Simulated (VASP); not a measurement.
# GaGe3 (Pm-3m) in VASP: a series of runs

Runs on GaGe3. Level: LDA. Tasks: single point.

Program: VASP 6.6.1. These are calculated values, not measurements. Logs are shortened: lines on timing, memory, paths and dates and some standing lists are left out, and cuts for length are marked.

## 1. The cell of the first run

The structure is cubic, space group Pm-3m (No. 221). The conventional cell has a = 4.250 Å, b = 4.250 Å, c = 4.250 Å, α = 90.00°, β = 90.00°, γ = 90.00°. Ge (site symmetry 4/mmm) has 8 Ge at 3.01 Å and 4 Ga at 3.01 Å within 4.0 Å. Within 4.0 Å of Ga (site symmetry m-3m) lie 12 Ge at 3.01 Å.

## 2. Single point, LDA

Input file INCAR:

```
PREC = Accurate ; ENCUT = 520
EDIFF = 1E-6 ; ISMEAR = -1
SIGMA = 0.05 ; LREAL = False
LASPH = True ; NELM = 60
ALGO = Normal ; ISIF = 2
LWAVE = False ; LCHARG = False
GGA = CA ; NBANDS = 36
```

Input file KPOINTS:

```
Automatic mesh
0
Gamma
  6 6 6
```

Input file POSCAR:

```
GaGe3
1.0
    4.2497505979      0.0000000000      0.0000000000
    0.0000000000      4.2497505979      0.0000000000
    0.0000000000      0.0000000000      4.2497505979
Ge Ga
3 1
Direct
    0.5000000000      0.5000000000      0.0000000000
    0.5000000000      0.0000000000      0.5000000000
    0.0000000000      0.5000000000      0.5000000000
    0.0000000000      0.0000000000      0.0000000000
```

Potentials or basis: VASP PAW LDA potentials, release 64 (Ge_d, Ga_d).

Launch:

```console
cat potpaw_LDA.64/Ge_d/POTCAR potpaw_LDA.64/Ga_d/POTCAR > POTCAR
mpirun -np 1 vasp_std > vasp.out
```

OUTCAR:

```text
PREC = Accurate
   ENCUT = 520
   EDIFF = 1E-6
   ISMEAR = -1
   LREAL = False
   LASPH = True
   NELM = 60
   ISIF = 2
   GGA = CA

 ion  position               nearest neighbor table
   1  0.500  0.500  0.000-
   2  0.500  0.000  0.500-
   3  0.000  0.500  0.500-
   4  0.000  0.000  0.000-

  LATTYP: Found a simple cubic cell.
 ALAT       =     4.2497505979

  Lattice vectors:

 A1 = (   4.2497505979,   0.0000000000,   0.0000000000)
 A2 = (   0.0000000000,   4.2497505979,   0.0000000000)
 A3 = (   0.0000000000,   0.0000000000,   4.2497505979)

Analysis of symmetry for initial positions (statically):
=====================================================================
 Subroutine PRICEL returns:
 Original cell was already a primitive cell.

 Routine SETGRP: Setting up the symmetry group for a
 simple cubic supercell.

 Subroutine GETGRP returns: Found 48 space group operations
 (whereof 48 operations were pure point group operations)
 out of a pool of 48 trial point group operations.

The static configuration has the point symmetry O_h .

Analysis of symmetry for dynamics (positions and initial velocities):
=====================================================================
 Subroutine PRICEL returns:
 Original cell was already a primitive cell.

 Routine SETGRP: Setting up the symmetry group for a
 simple cubic supercell.

 Subroutine GETGRP returns: Found 48 space group operations
 (whereof 48 operations were pure point group operations)
 out of a pool of 48 trial point group operations.

The dynamic configuration has the point symmetry O_h .

 Subroutine INISYM returns: Found 48 space group operations
 (whereof 48 operations are pure point group operations),
 and found     1 'primitive' translations

----------------------------------------------------------------------------------------

                                     Primitive cell

  volume of cell :      76.7521

  direct lattice vectors                    reciprocal lattice vectors
     4.249750598  0.000000000  0.000000000     0.235307926  0.000000000  0.000000000
     0.000000000  4.249750598  0.000000000     0.000000000  0.235307926  0.000000000
     0.000000000  0.000000000  4.249750598     0.000000000  0.000000000  0.235307926

  length of vectors
     4.249750598  4.249750598  4.249750598     0.235307926  0.235307926  0.235307926

  position of ions in fractional coordinates (direct lattice)
     0.500000000  0.500000000  0.000000000
     0.500000000  0.000000000  0.500000000
     0.000000000  0.500000000  0.500000000
     0.000000000  0.000000000  0.000000000

  ion indices of the primitive-cell ions
   primitive index   ion index
                 1           1
                 2           2
                 3           3
                 4           4

----------------------------------------------------------------------------------------

 KPOINTS: Automatic mesh

Automatic generation of k-mesh.
 Grid dimensions read from file:
 generate k-points for:    6    6    6

 Generating k-lattice:

  Cartesian coordinates                     Fractional coordinates (reciprocal lattice)
     0.039217988  0.000000000  0.000000000     0.166666667  0.000000000  0.000000000
     0.000000000  0.039217988  0.000000000     0.000000000  0.166666667  0.000000000
     0.000000000  0.000000000  0.039217988     0.000000000  0.000000000  0.166666667

  Length of vectors
     0.039217988  0.039217988  0.039217988

  Shift w.r.t. Gamma in fractional coordinates (k-lattice)
     0.000000000  0.000000000  0.000000000

 Subroutine IBZKPT returns following result:
 ===========================================

 Found     20 irreducible k-points:

 Following reciprocal coordinates:
            Coordinates               Weight
  0.000000  0.000000  0.000000      1.000000
  0.166667  0.000000  0.000000      6.000000
  0.333333  0.000000  0.000000      6.000000
  0.500000  0.000000  0.000000      3.000000
  0.166667  0.166667  0.000000     12.000000
  0.333333  0.166667  0.000000     24.000000
[... 12 lines left out ...]
  0.500000  0.500000  0.333333      6.000000
  0.500000  0.500000  0.500000      1.000000
   k-points           NKPTS =     20   k-points in BZ     NKDIM =     20   number of bands    NBANDS=     36
   number of dos      NEDOS =    301   number of ions     NIONS =      4
   total plane-waves  NPLWV =  32768
   dimension x,y,z NGX =    32 NGY =   32 NGZ =   32
   dimension x,y,z NGXF=    64 NGYF=   64 NGZF=   64
   ions per type =               3   1
   NGX,Y,Z   is equivalent  to a cutoff of  12.52, 12.52, 12.52 a.u.
   NGXF,Y,Z  is equivalent  to a cutoff of  25.04, 25.04, 25.04 a.u.
 SYSTEM =  unknown system
   PREC   = accura    normal or accurate (medium, high low for compatibility)
   ISTART =      0    job   : 0-new  1-cont  2-samecut
   ICHARG =      2    charge: 1-file 2-atom 10-const
   ISPIN  =      1    spin polarized calculation?
   LNONCOLLINEAR =      F non collinear calculations
   LSORBIT =      F    spin-orbit coupling
   LASPH  =      T    aspherical Exc in radial PAW
   ENCUT  =  520.0 eV  38.22 Ry    6.18 a.u.   7.90  7.90  7.90*2*pi/ulx,y,z
   NELM   =     60;   NELMIN=  2; NELMDL= -5     # of ELM steps
   EDIFF  = 0.1E-05   stopping-criterion for ELM
   LREAL  =      F    real-space projection
   EDIFFG = 0.1E-04   stopping-criterion for IOM
   NSW    =      0    number of steps for IOM
   IBRION =     -1    ionic relax: 0-MD 1-quasi-New 2-CG
   NFREE  =      0    steps in history (QN), initial steepest desc. (CG)
   ISIF   =      2    stress and relaxation
   ISYM   =      2    0-nonsym 1-usesym 2-fastsym
   POTIM  = 0.5000    time-step for ionic-motion
   TEBEG  =    0.0;   TEEND  =   0.0 temperature during run
   PSTRESS=    0.0 pullay stress
   NELECT =      55.0000    total number of electrons
   NUPDOWN=      -1.0000    fix difference up-down
   EMIN   =  10.00;   EMAX   =-10.00  energy-range for DOS
   EFERMI =   0.00;   METHOD = LEGACY
   ISMEAR =    -1;   SIGMA  =   0.05  broadening in eV -4-tet -1-fermi 0-gaus
   EFERMI_NEDOS =   21; number of points for ismear=-14 and -15
   IALGO  =     38    algorithm
   IMIX   =      4    mixing-type and parameters
     AMIX     =   0.40;   BMIX     =  1.00
     AMIX_MAG =   1.60;   BMIX_MAG =  1.00
  volume/ion in A,a.u.               =      19.19       129.49
  Fermi-wavevector in a.u.,A,eV,Ry     =   1.464982  2.768415 29.200446  2.146172
  Thomas-Fermi vector in A             =   2.580893
   LORBIT       =      0    0 simple, 1 ext, 2 COOP (PROOUT), +10 PAW based schemes
   GGA     = CA    functional components
   LHFCALC =     F    Hartree Fock is set to
   AEXX    =    0.0000 exact exchange contribution
   IVDW    =     0    specifies the selected vdW correction
   LEPSILON=     F    determine dielectric tensor
   LRPA    =     F    only Hartree local field effects (RPA)
 non-spin polarized calculation
  energy-cutoff  :      520.00
  volume of cell :       76.75
 maximum number of plane-waves:      2103
 NGX is ok and might be reduce to    32
   NGX = 15   NGY = 15   NGZ = 15

 number of electron      54.9999969 magnetization

 Free energy of the ion-electron system (eV)
  ---------------------------------------------------
  ext. energy  EPLUGINS =         0.00000000
  ---------------------------------------------------
  free energy    TOTEN  =       -18.09670686 eV

  energy without entropy =      -18.07410334  energy(sigma->0) =      -18.08540510

 E-fermi :   6.0655     XC(G=0): -11.4283

 val. band max:        6.0398528654   @ k =   0.3333   0.0000   0.0000
 cond. band min:       6.1081738823   @ k =   0.5000   0.5000   0.0000
 fundamental gap:      0.0683210169
 Fermi energy:         6.0655163168

 k-point     1 :       0.0000    0.0000    0.0000
  band No.  band energies     occupation
      1     -18.8078      2.00000
      2     -18.8078      2.00000
      3     -18.8078      2.00000
      4     -18.7968      2.00000
      5     -18.7611      2.00000
      6     -18.7611      2.00000
[... 28 lines left out ...]
     35      12.8536      0.00000
     36      13.1943      0.00000

 k-point     2 :       0.1667    0.0000    0.0000
  band No.  band energies     occupation
      1     -18.8065      2.00000
      2     -18.7993      2.00000
      3     -18.7993      2.00000
      4     -18.7913      2.00000
      5     -18.7604      2.00000
      6     -18.7563      2.00000
[... 28 lines left out ...]
     35      13.4275      0.00000
     36      14.2978      0.00000

 k-point     3 :       0.3333    0.0000    0.0000
  band No.  band energies     occupation
      1     -18.8039      2.00000
      2     -18.7778      2.00000
      3     -18.7763      2.00000
      4     -18.7763      2.00000
      5     -18.7586      2.00000
      6     -18.7441      2.00000
[... 28 lines left out ...]
     35      12.9622      0.00000
     36      12.9625      0.00000

 k-point     4 :       0.5000    0.0000    0.0000
  band No.  band energies     occupation
      1     -18.8025      2.00000
      2     -18.7685      2.00000
      3     -18.7564      2.00000
      4     -18.7510      2.00000
      5     -18.7510      2.00000
      6     -18.7387      2.00000
[... 28 lines left out ...]
     35      11.8771      0.00000
     36      11.8771      0.00000

 k-point     5 :       0.1667    0.1667    0.0000
  band No.  band energies     occupation
      1     -18.8004      2.00000
      2     -18.7959      2.00000
      3     -18.7948      2.00000
      4     -18.7847      2.00000
      5     -18.7578      2.00000
      6     -18.7528      2.00000
[... 499 lines left out ...]
 k-point    18 :       0.5000    0.3333    0.3333
  band No.  band energies     occupation
      1     -18.7772      2.00000
      2     -18.7696      2.00000
      3     -18.7691      2.00000
      4     -18.7663      2.00000
      5     -18.7652      2.00000
      6     -18.7640      2.00000
[... 28 lines left out ...]
     35      13.2531      0.00000
     36      13.6141      0.00000

 k-point    19 :       0.5000    0.5000    0.3333
  band No.  band energies     occupation
      1     -18.7727      2.00000
      2     -18.7727      2.00000
      3     -18.7714      2.00000
      4     -18.7686      2.00000
      5     -18.7664      2.00000
      6     -18.7664      2.00000
[... 28 lines left out ...]
     35      14.1365      0.00000
     36      14.1365      0.00000

 k-point    20 :       0.5000    0.5000    0.5000
  band No.  band energies     occupation
      1     -18.7746      2.00000
      2     -18.7746      2.00000
      3     -18.7746      2.00000
      4     -18.7721      2.00000
      5     -18.7694      2.00000
      6     -18.7694      2.00000
[... 28 lines left out ...]
     35      14.6120      0.00000
     36      14.6120      0.00000

------------------------ aborting loop because EDIFF is reached ----------------------------------------

  FORCE on cell =-STRESS in cart. coord.  units (eV):
  Direction    XX          YY          ZZ          XY          YZ          ZX
  --------------------------------------------------------------------------------------
  -------------------------------------------------------------------------------------
  Total       -1.8310778     -1.8310778     -1.8310778     -0.0000000     -0.0000000      0.0000000
  in kB      -38.2231999    -38.2231999    -38.2231999     -0.0000000     -0.0000000      0.0000000
  external PRESSURE =     -38.2231999 kB  Pullay stress =       0.0000000 kB

 VOLUME and BASIS-vectors are now :
 -----------------------------------------------------------------------------
  energy-cutoff  :      520.00
  volume of cell :       76.75
      direct lattice vectors                 reciprocal lattice vectors
     4.249750598  0.000000000  0.000000000     0.235307926  0.000000000  0.000000000
     0.000000000  4.249750598  0.000000000     0.000000000  0.235307926  0.000000000
     0.000000000  0.000000000  4.249750598     0.000000000  0.000000000  0.235307926

 POSITION                                       TOTAL-FORCE (eV/Angst)
 -----------------------------------------------------------------------------------
      2.12488      2.12488      0.00000         0.000000      0.000000      0.000000
      2.12488      0.00000      2.12488         0.000000      0.000000      0.000000
      0.00000      2.12488      2.12488         0.000000      0.000000      0.000000
      0.00000      0.00000      0.00000         0.000000      0.000000      0.000000
 -----------------------------------------------------------------------------------
    total drift:                                0.000000     -0.000000     -0.000000

  FREE ENERGIE OF THE ION-ELECTRON SYSTEM (eV)
  ---------------------------------------------------
  free  energy   TOTEN  =       -18.0967068569 eV

  energy  without entropy=      -18.0741033425  energy(sigma->0) =      -18.08540510
```

Wall time 29 s (1 thread of Intel Xeon Platinum 8259CL at 2.50GHz (Skylake/Cascade Lake), shared host); peak memory 0.18 GiB.

Results:

```
Free energy : -18.0967 eV
Pressure    : -3.8 GPa
```

## 3. Single point, LDA

This run uses another cell than the first one, of 19.58 Å³/atom, 1.020 times its volume.

Input file INCAR:

```
ALGO = Normal
EDIFF = 1E-7
ENCUT = 520
GGA = CA
ISIF = 2
ISMEAR = -1
LASPH = T
LCHARG = F
LREAL = F
LWAVE = F
NBANDS = 36
NELM = 80
PREC = Accurate
SIGMA = 0.05
```

Input file KPOINTS:

```
k-points
0
Gamma
  6 6 6
```

Input file POSCAR:

```
GaGe3
1.0
    4.2784660000      0.0000000000      0.0000000000
    0.0000000000      4.2784660000      0.0000000000
    0.0000000000      0.0000000000      4.2784660000
Ge Ga
3 1
Direct
    0.5000000000      0.5000000000      0.0000000000
    0.5000000000      0.0000000000      0.5000000000
    0.0000000000      0.5000000000      0.5000000000
    0.0000000000      0.0000000000      0.0000000000
```

Potentials or basis: VASP PAW LDA potentials, release 64 (Ge_d, Ga_d).

Launch:

```console
cat potpaw_LDA.64/Ge_d/POTCAR potpaw_LDA.64/Ga_d/POTCAR > POTCAR
mpirun -np 1 vasp_std > vasp.out
```

Run time: 36 s. Hardware: 1 thread of Intel Xeon Platinum 8259CL at 2.50GHz (Skylake/Cascade Lake), shared host; peak memory 0.18 GiB.

Results (log left out):

- Free energy: -18.0550 eV
- Pressure: -4.8 GPa

Levels at points of the mesh, in eV from the Fermi level:
```
           k point  band 24  band 25  band 26  band 27  band 28  band 29  band 30  band 31  band 32  band 33
(0.00, 0.00, 0.00)    -3.75    -3.75    -3.75    -3.40     2.57     2.57     2.57     3.49     3.49     3.49
(0.50, 0.00, 0.00)    -3.44    -1.90    -1.90    -1.30    -1.30     0.00     0.25     4.28     4.47     4.61
(0.50, 0.50, 0.00)    -7.13    -0.77    -0.20    -0.20     0.07     0.25     0.25     0.61     1.61     6.09
(0.50, 0.50, 0.50)    -5.32    -5.26    -4.84    -4.84    -4.84     6.51     6.51     6.57     6.57     6.57
```

## 4. Single point, LDA

This run uses another cell than the first one, of 19.97 Å³/atom, 1.041 times its volume.

Input file INCAR:

```
  ALGO = Normal
  EDIFF = 1E-7
  ENCUT = 520
  GGA = CA
  ISIF = 2
  ISMEAR = -1
  LASPH = True
  LCHARG = True
  LELF = True
  LREAL = False
  LVHAR = True
  LWAVE = False
  NBANDS = 36
  NELM = 60
  PREC = Accurate
  SIGMA = 0.05
```

KPOINTS is that of step 3.

Input file POSCAR:

```
GaGe3
1.0
    4.3068010377      0.0000000000      0.0000000000
    0.0000000000      4.3068010377      0.0000000000
    0.0000000000      0.0000000000      4.3068010377
Ge Ga
3 1
Direct
    0.5000000000      0.5000000000      0.0000000000
    0.5000000000      0.0000000000      0.5000000000
    0.0000000000      0.5000000000      0.5000000000
    0.0000000000      0.0000000000      0.0000000000
```

Launch:

```console
cat potpaw_LDA.64/Ge_d/POTCAR potpaw_LDA.64/Ga_d/POTCAR > POTCAR
mpirun -np 1 vasp_std > vasp.out
```

Wall time 52 s (1 thread of Intel Xeon Platinum 8259CL at 2.50GHz (Skylake/Cascade Lake), shared host); peak memory 0.18 GiB.

Results (log left out):

```
Free energy : -18.0040 eV
Pressure    : -5.7 GPa
```

Levels at points of the mesh, in eV from the Fermi level:
```csv
k point,band 25,band 26,band 27,band 28,band 29,band 30,band 31,band 32
"(0.00, 0.00, 0.00)",-3.66,-3.66,-3.41,2.53,2.53,2.53,3.45,3.45
"(0.50, 0.00, 0.00)",-1.84,-1.84,-1.25,-1.25,0.03,0.29,4.15,4.34
"(0.50, 0.50, 0.00)",-0.79,-0.22,-0.22,0.09,0.27,0.27,0.57,1.62
"(0.50, 0.50, 0.50)",-5.21,-4.73,-4.73,-4.73,6.38,6.38,6.44,6.44
```

## 5. Single point, LDA

This run uses another cell than the first one, of 20.36 Å³/atom, 1.061 times its volume.

Input file INCAR:

```
PREC     = Accurate       # precision mode
ENCUT    = 520            # plane-wave cutoff, eV
EDIFF    = 1E-7           # SCF threshold, eV
ISMEAR   = -1             # smearing method
SIGMA    = 0.05           # smearing width, eV
LREAL    = False          # projectors in reciprocal space
LASPH    = True           # aspherical terms in the spheres
NELM     = 80             # most SCF steps
ALGO     = Normal         # electronic algorithm
ISIF     = 2              # what is computed and relaxed
LWAVE    = False          # write WAVECAR
LCHARG   = False          # write CHGCAR
GGA      = CA             # functional
NBANDS   = 36             # bands
```

Input file KPOINTS:

```
Automatic mesh
0
Gamma
  6 6 6
```

Input file POSCAR:

```
GaGe3
1.0
    4.3347680618      0.0000000000      0.0000000000
    0.0000000000      4.3347680618      0.0000000000
    0.0000000000      0.0000000000      4.3347680618
Ge Ga
3 1
Direct
    0.5000000000      0.5000000000      0.0000000000
    0.5000000000      0.0000000000      0.5000000000
    0.0000000000      0.5000000000      0.5000000000
    0.0000000000      0.0000000000      0.0000000000
```

Launch:

```console
cat potpaw_LDA.64/Ge_d/POTCAR potpaw_LDA.64/Ga_d/POTCAR > POTCAR
mpirun -np 1 vasp_std > vasp.out
```

Wall time 48 s (1 thread of Intel Xeon Platinum 8259CL at 2.50GHz (Skylake/Cascade Lake), shared host); peak memory 0.18 GiB.

It converged, with:

```
Free energy : -17.9448 eV
Pressure    : -6.5 GPa
```

Levels at points of the mesh, in eV from the Fermi level:
```tsv
k point	band 26	band 27	band 28	band 29	band 30	band 31
(0.00, 0.00, 0.00)	-3.58	-3.43	2.49	2.49	2.49	3.41
(0.50, 0.00, 0.00)	-1.79	-1.20	-1.20	0.06	0.32	4.02
(0.50, 0.50, 0.00)	-0.25	-0.25	0.11	0.28	0.28	0.53
(0.50, 0.50, 0.50)	-4.63	-4.63	-4.63	6.25	6.25	6.30
```

## 6. The runs side by side

```tsv
cell	gap on the mesh (eV)	pressure (GPa)
a = 4.250 Å, 4 atoms	none	-3.8
a = 4.278 Å, 4 atoms	none	-4.8
a = 4.307 Å, 4 atoms	none	-5.7
a = 4.335 Å, 4 atoms	none	-6.5
```

Alike in all rows: task single point; level LDA; potentials or basis VASP PAW LDA potentials, release 64 (Ge_d, Ga_d); no spin polarisation; k mesh 6 × 6 × 6; cutoff (eV) 520; smearing fermi-dirac 0.05 eV.

Total energies depend on the potentials used, so only differences within one code and one set of settings carry meaning.
